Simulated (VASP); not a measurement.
Set up this calculation in VASP 6.6.1, as the native input.

- Task: single point
- Functional: r2SCAN
- Potentials or basis: VASP PAW PBE potentials, release 64 (Cd, S)
- Cutoff: 520 eV
- k mesh: 8 × 8 × 8
- Occupations: gaussian, width 0.05 eV
- Spin: no spin polarisation
- Dipole correction: no
- Further INCAR settings: ALGO = Normal; EDIFF = 1e-06; NBANDS = 16

The system is CdS.

```xyz
2
Lattice="0.0000 2.9635 2.9635 2.9635 0.0000 2.9635 2.9635 2.9635 0.0000" Properties=species:S:1:pos:R:3 pbc="T T T"
Cd    0.0000    0.0000    0.0000
S     4.4452    4.4452    4.4452
```

The input as run:

POSCAR

```
CdS
1.0
    0.0000000000      2.9634603027      2.9634603027
    2.9634603027      0.0000000000      2.9634603027
    2.9634603027      2.9634603027      0.0000000000
Cd S
1 1
Direct
    0.0000000000      0.0000000000      0.0000000000
    0.7500000000      0.7500000000      0.7500000000
```

INCAR.step1

```
PREC = Accurate
ENCUT = 520
ISMEAR = 0
SIGMA = 0.05
LREAL = False
LASPH = True
NELM = 100
NBANDS = 16
GGA = PE
ALGO = Normal
EDIFF = 1E-4
LWAVE = True
LCHARG = False
```

INCAR.step2

```
PREC = Accurate
ENCUT = 520
EDIFF = 1E-6
ISMEAR = 0
SIGMA = 0.05
LREAL = False
LASPH = True
NELM = 100
ALGO = Normal
ISIF = 2
LWAVE = False
LCHARG = True
METAGGA = R2SCAN
LMIXTAU = True
LELF = True
LVHAR = True
NBANDS = 16
ISTART = 1
```

KPOINTS

```
regular mesh
0
Gamma
  8 8 8
```

Potentials or basis: VASP PAW PBE potentials, release 64 (Cd, S).

Command:

```bash
$ cat potpaw_PBE.64/Cd/POTCAR potpaw_PBE.64/S/POTCAR > POTCAR
$ cp INCAR.step1 INCAR
$ mpirun -np 1 vasp_std > vasp.out
$ cp INCAR.step2 INCAR
$ mpirun -np 1 vasp_std > vasp.out
```

Results of the run:

```yaml
Pressure: -1.2 GPa
Band_gap_on_the_k_mesh: 1.48 eV, direct
```

Caveat: the PAW data sets were made with another functional, which shifts forces and pressure a little.

Run time: 120 s on 1 thread of Intel Xeon 8259CL, on a shared host, peak memory 0.19 GiB.
